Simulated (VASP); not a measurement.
# Ta4In (I4/mmm) in VASP: single point with PBE

Aim: the single point of Ta4In with PBE.

All numbers are computed with VASP 6.6.1; they aren't measurements. Logs are shortened: lines on timing, memory, paths and dates and some standing lists are left out, and cuts for length are marked.

**1. The cell of the first run**

The structure is tetragonal, space group I4/mmm (No. 139). The conventional cell has a = 3.446 Å, b = 3.446 Å, c = 15.859 Å, α = 90.00°, β = 90.00°, γ = 90.00°. Within 3.8 Å of Ta (site symmetry 4mm) lie 13 Ta at 2.86 to 3.45 Å and 1 In at 3.16 Å. Ta (site symmetry 4mm) has 10 Ta at 2.86 to 3.45 Å and 4 In at 2.96 Å within 3.8 Å. In (site symmetry 4/mmm) has 10 Ta at 2.96 to 3.16 Å and 4 In at 3.45 Å within 3.9 Å.

**2. Single point, PBE**

INCAR reads:

```
SYSTEM = Ta4In
PREC = Accurate
ENCUT = 520
EDIFF = 1E-6
ISMEAR = 0
SIGMA = 0.2
LREAL = .False.
LASPH = .True.
NELM = 60
ALGO = Fast
ISIF = 2
LWAVE = .False.
LCHARG = .False.
GGA = PE
NBANDS = 36
```

KPOINTS reads:

```
Automatic mesh
0
Gamma
  7 7 7
  0 0 0
```

POSCAR reads:

```
Ta4In
1.0
   -1.7230779623      1.7230779623      7.9297064183
    1.7230779623     -1.7230779623      7.9297064183
    1.7230779623      1.7230779623     -7.9297064183
Ta In
4 1
Direct
    0.1994996576      0.1994996576      0.0000000000
    0.6056325996      0.6056325996      0.0000000000
    0.3943674004      0.3943674004      0.0000000000
    0.8005003424      0.8005003424      0.0000000000
    0.0000000000      0.0000000000      0.0000000000
```

Potentials or basis: VASP PAW PBE potentials, release 64 (Ta_pv, In_d).

Started as:

```console
> cat potpaw_PBE.64/Ta_pv/POTCAR potpaw_PBE.64/In_d/POTCAR > POTCAR
> mpirun -np 1 vasp_std > vasp.out
```

OUTCAR:

```text
SYSTEM = Ta4In
   PREC = Accurate
   ENCUT = 520
   EDIFF = 1E-6
   ISMEAR = 0
   LREAL = .False.
   LASPH = .True.
   NELM = 60
   ISIF = 2
   GGA = PE

 ion  position               nearest neighbor table
   1  0.199  0.199  0.000-   2 2.86   2 2.86   2 2.86   2 2.86   4 2.92   4 2.92   4 2.92   4 2.92
                             3 3.09   5 3.16
   2  0.606  0.606  0.000-   1 2.86   1 2.86   1 2.86   1 2.86   5 2.96   5 2.96   5 2.96   5 2.96
                             4 3.09   3 3.35
   3  0.394  0.394  0.000-   4 2.86   4 2.86   4 2.86   4 2.86   5 2.96   5 2.96   5 2.96   5 2.96
                             1 3.09   2 3.35
   4  0.801  0.801  0.000-   3 2.86   3 2.86   3 2.86   3 2.86   1 2.92   1 2.92   1 2.92   1 2.92
                             2 3.09   5 3.16
   5  0.000  0.000  0.000-   2 2.96   2 2.96   2 2.96   3 2.96   2 2.96   3 2.96   3 2.96   3 2.96
                             1 3.16   4 3.16

  LATTYP: Found a body centered tetragonal cell.
 ALAT       =     3.4461559246
 C/A-ratio  =     4.6020589850

  Lattice vectors:

 A1 = (  -1.7230779623,   1.7230779623,   7.9297064183)
 A2 = (   1.7230779623,  -1.7230779623,   7.9297064183)
 A3 = (   1.7230779623,   1.7230779623,  -7.9297064183)

Analysis of symmetry for initial positions (statically):
=====================================================================
 Subroutine PRICEL returns:
 Original cell was already a primitive cell.

 Routine SETGRP: Setting up the symmetry group for a
 body centered tetragonal supercell.

 Subroutine GETGRP returns: Found 16 space group operations
 (whereof 16 operations were pure point group operations)
 out of a pool of 16 trial point group operations.

The static configuration has the point symmetry D_4h.

Analysis of symmetry for dynamics (positions and initial velocities):
=====================================================================
 Subroutine PRICEL returns:
 Original cell was already a primitive cell.

 Routine SETGRP: Setting up the symmetry group for a
 body centered tetragonal supercell.

 Subroutine GETGRP returns: Found 16 space group operations
 (whereof 16 operations were pure point group operations)
 out of a pool of 16 trial point group operations.

The dynamic configuration has the point symmetry D_4h.

 Subroutine INISYM returns: Found 16 space group operations
 (whereof 16 operations are pure point group operations),
 and found     1 'primitive' translations

----------------------------------------------------------------------------------------

                                     Primitive cell

  volume of cell :      94.1731

  direct lattice vectors                    reciprocal lattice vectors
    -1.723077962  1.723077962  7.929706418     0.000000000  0.290178396  0.063054037
     1.723077962 -1.723077962  7.929706418     0.290178396  0.000000000  0.063054037
     1.723077962  1.723077962 -7.929706418     0.290178396  0.290178396  0.000000000

  length of vectors
     8.295675934  8.295675934  8.295675934     0.296950018  0.296950018  0.410374224

  position of ions in fractional coordinates (direct lattice)
     0.199499658  0.199499658  0.000000000
     0.605632600  0.605632600  0.000000000
     0.394367400  0.394367400  0.000000000
     0.800500342  0.800500342  0.000000000
     0.000000000  0.000000000  0.000000000

  ion indices of the primitive-cell ions
   primitive index   ion index
                 1           1
                 2           2
                 3           3
                 4           4
                 5           5

----------------------------------------------------------------------------------------

 KPOINTS: Automatic mesh

Automatic generation of k-mesh.
 Grid dimensions read from file:
 generate k-points for:    7    7    7

 Generating k-lattice:

  Cartesian coordinates                     Fractional coordinates (reciprocal lattice)
     0.000000000  0.041454057  0.009007720     0.142857143 -0.000000000  0.000000000
     0.041454057  0.000000000  0.009007720    -0.000000000  0.142857143  0.000000000
     0.041454057  0.041454057  0.000000000     0.000000000  0.000000000  0.142857143

  Length of vectors
     0.042421431  0.042421431  0.058624889

  Shift w.r.t. Gamma in fractional coordinates (k-lattice)
     0.000000000  0.000000000  0.000000000

 Subroutine IBZKPT returns following result:
 ===========================================

 Found     40 irreducible k-points:

 Following reciprocal coordinates:
            Coordinates               Weight
  0.000000  0.000000  0.000000      1.000000
  0.142857  0.000000  0.000000      8.000000
  0.285714 -0.000000  0.000000      8.000000
  0.428571  0.000000 -0.000000      8.000000
  0.142857  0.142857  0.000000      8.000000
  0.285714  0.142857 -0.000000     16.000000
[... 16 lines left out ...]
 -0.142857  0.285714  0.142857      8.000000
 -0.428571  0.428571  0.142857      8.000000
 [... further k-points ...]
   k-points           NKPTS =     40   k-points in BZ     NKDIM =     40   number of bands    NBANDS=     36
   number of dos      NEDOS =    301   number of ions     NIONS =      5
   total plane-waves  NPLWV = 262144
   dimension x,y,z NGX =    64 NGY =   64 NGZ =   64
   dimension x,y,z NGXF=   128 NGYF=  128 NGZF=  128
   ions per type =               4   1
   NGX,Y,Z   is equivalent  to a cutoff of  12.83, 12.83, 12.83 a.u.
   NGXF,Y,Z  is equivalent  to a cutoff of  25.65, 25.65, 25.65 a.u.
 SYSTEM =  Ta4In
   PREC   = accura    normal or accurate (medium, high low for compatibility)
   ISTART =      0    job   : 0-new  1-cont  2-samecut
   ICHARG =      2    charge: 1-file 2-atom 10-const
   ISPIN  =      1    spin polarized calculation?
   LNONCOLLINEAR =      F non collinear calculations
   LSORBIT =      F    spin-orbit coupling
   LASPH  =      T    aspherical Exc in radial PAW
   ENCUT  =  520.0 eV  38.22 Ry    6.18 a.u.  15.42 15.42 15.42*2*pi/ulx,y,z
   NELM   =     60;   NELMIN=  2; NELMDL= -5     # of ELM steps
   EDIFF  = 0.1E-05   stopping-criterion for ELM
   LREAL  =      F    real-space projection
   EDIFFG = 0.1E-04   stopping-criterion for IOM
   NSW    =      0    number of steps for IOM
   IBRION =     -1    ionic relax: 0-MD 1-quasi-New 2-CG
   NFREE  =      0    steps in history (QN), initial steepest desc. (CG)
   ISIF   =      2    stress and relaxation
   ISYM   =      2    0-nonsym 1-usesym 2-fastsym
   POTIM  = 0.5000    time-step for ionic-motion
   TEBEG  =    0.0;   TEEND  =   0.0 temperature during run
   PSTRESS=    0.0 pullay stress
   NELECT =      57.0000    total number of electrons
   NUPDOWN=      -1.0000    fix difference up-down
   EMIN   =  10.00;   EMAX   =-10.00  energy-range for DOS
   EFERMI =   0.00;   METHOD = LEGACY
   ISMEAR =     0;   SIGMA  =   0.20  broadening in eV -4-tet -1-fermi 0-gaus
   EFERMI_NEDOS =   21; number of points for ismear=-14 and -15
   IALGO  =     68    algorithm
   IMIX   =      4    mixing-type and parameters
     AMIX     =   0.40;   BMIX     =  1.00
     AMIX_MAG =   1.60;   BMIX_MAG =  1.00
  volume/ion in A,a.u.               =      18.83       127.10
  Fermi-wavevector in a.u.,A,eV,Ry     =   1.384812  2.616915 26.091948  1.917704
  Thomas-Fermi vector in A             =   2.509281
   LORBIT       =      0    0 simple, 1 ext, 2 COOP (PROOUT), +10 PAW based schemes
   GGA     = PE    functional components
   LHFCALC =     F    Hartree Fock is set to
   AEXX    =    0.0000 exact exchange contribution
   IVDW    =     0    specifies the selected vdW correction
   LEPSILON=     F    determine dielectric tensor
   LRPA    =     F    only Hartree local field effects (RPA)
 non-spin polarized calculation
 RMM-DIIS sequential band-by-band and
 Gauss-broadening in eV      SIGMA  =   0.20
  energy-cutoff  :      520.00
  volume of cell :       94.17
 maximum number of plane-waves:      2557
 NGX is ok and might be reduce to    64
   NGX = 31   NGY = 31   NGZ = 31

 number of electron      57.0000003 magnetization

 Free energy of the ion-electron system (eV)
  ---------------------------------------------------
  ext. energy  EPLUGINS =         0.00000000
  ---------------------------------------------------
  free energy    TOTEN  =       -49.51652815 eV

  energy without entropy =      -49.44034802  energy(sigma->0) =      -49.47843808

 E-fermi :   6.5505     XC(G=0): -12.2960

 val. band max:        6.5493408895   @ k =  -0.1429  -0.1429   0.1429
 cond. band min:       6.5654125301   @ k =   0.4286   0.1429   0.0000
 fundamental gap:      0.0160716406
 Fermi energy:         6.5504679976

 k-point     1 :       0.0000    0.0000    0.0000
  band No.  band energies     occupation
      1     -27.7575      2.00000
      2     -27.7575      2.00000
      3     -27.7349      2.00000
      4     -27.7294      2.00000
      5     -27.7056      2.00000
      6     -27.7056      2.00000
[... 28 lines left out ...]
     35       8.8943      0.00000
     36       9.5267      0.00000

 k-point     2 :       0.1429    0.0000    0.0000
  band No.  band energies     occupation
      1     -27.7931      2.00000
      2     -27.7779      2.00000
      3     -27.7518      2.00000
      4     -27.7347      2.00000
      5     -27.7223      2.00000
      6     -27.6927      2.00000
[... 28 lines left out ...]
     35       9.0236      0.00000
     36       9.7441      0.00000

 k-point     3 :       0.2857   -0.0000    0.0000
  band No.  band energies     occupation
      1     -27.8905      2.00000
      2     -27.8424      2.00000
      3     -27.8061      2.00000
      4     -27.7352      2.00000
      5     -27.6808      2.00000
      6     -27.6607      2.00000
[... 28 lines left out ...]
     35       9.2564      0.00000
     36       9.8256      0.00000
[... 742 lines left out ...]
 k-point    23 :      -0.1429    0.2857    0.1429
  band No.  band energies     occupation
      1     -27.9499      2.00000
      2     -27.9061      2.00000
      3     -27.8048      2.00000
      4     -27.7880      2.00000
      5     -27.6355      2.00000
      6     -27.6306      2.00000
[... 28 lines left out ...]
     35       9.8564      0.00000
     36      10.4652      0.00000

 k-point    24 :      -0.4286    0.4286    0.1429
  band No.  band energies     occupation
      1     -27.9155      2.00000
      2     -27.8919      2.00000
      3     -27.8723      2.00000
      4     -27.8411      2.00000
      5     -27.7128      2.00000
      6     -27.6788      2.00000
[... 28 lines left out ...]
     35      10.5845      0.00000
     36      10.7480      0.00000

 [... further k-points ...]

------------------------ aborting loop because EDIFF is reached ----------------------------------------

  FORCE on cell =-STRESS in cart. coord.  units (eV):
  Direction    XX          YY          ZZ          XY          YZ          ZX
  --------------------------------------------------------------------------------------
  -------------------------------------------------------------------------------------
  Total        0.4118894      0.4118894      0.3114006      0.0000000      0.0000000      0.0000000
  in kB        7.0075186      7.0075186      5.2978912      0.0000000      0.0000000      0.0000000
  external PRESSURE =       6.4376428 kB  Pullay stress =       0.0000000 kB

 VOLUME and BASIS-vectors are now :
 -----------------------------------------------------------------------------
  energy-cutoff  :      520.00
  volume of cell :       94.17
      direct lattice vectors                 reciprocal lattice vectors
    -1.723077962  1.723077962  7.929706418     0.000000000  0.290178396  0.063054037
     1.723077962 -1.723077962  7.929706418     0.290178396  0.000000000  0.063054037
     1.723077962  1.723077962 -7.929706418     0.290178396  0.290178396  0.000000000

 POSITION                                       TOTAL-FORCE (eV/Angst)
 -----------------------------------------------------------------------------------
      0.00000      0.00000      3.16395        -0.000000     -0.000000     -0.012427
      0.00000      0.00000      9.60498        -0.000000     -0.000000     -0.026107
      0.00000      0.00000      6.25444         0.000000      0.000000      0.026107
      0.00000      0.00000     12.69547         0.000000      0.000000      0.012427
      0.00000      0.00000      0.00000         0.000000      0.000000     -0.000000
 -----------------------------------------------------------------------------------
    total drift:                               -0.000000     -0.000000      0.000000

  FREE ENERGIE OF THE ION-ELECTRON SYSTEM (eV)
  ---------------------------------------------------
  free  energy   TOTEN  =       -49.5165281501 eV

  energy  without entropy=      -49.4403480189  energy(sigma->0) =      -49.47843808
```

Run time: 14 min. Hardware: 1 thread of Intel Xeon Platinum 8259CL at 2.50GHz (Skylake/Cascade Lake), shared host; peak memory 0.62 GiB.

Results:

| Property | Result |
| --- | --- |
| Free energy | -49.5165 eV |
| Pressure | 0.6 GPa |
| Largest force | 0.026 eV/Å |
| Band gap on the k mesh | zero (an odd number of electrons rules out a gap without spin polarisation) |

Forces on the atoms (eV/Å):
```
Ta   0.000  0.000 -0.012
Ta   0.000  0.000 -0.026
Ta   0.000  0.000  0.026
Ta   0.000  0.000  0.012
In   0.000  0.000  0.000
```

Caveat: spin-orbit coupling is left out, which moves the levels of the heavy elements.
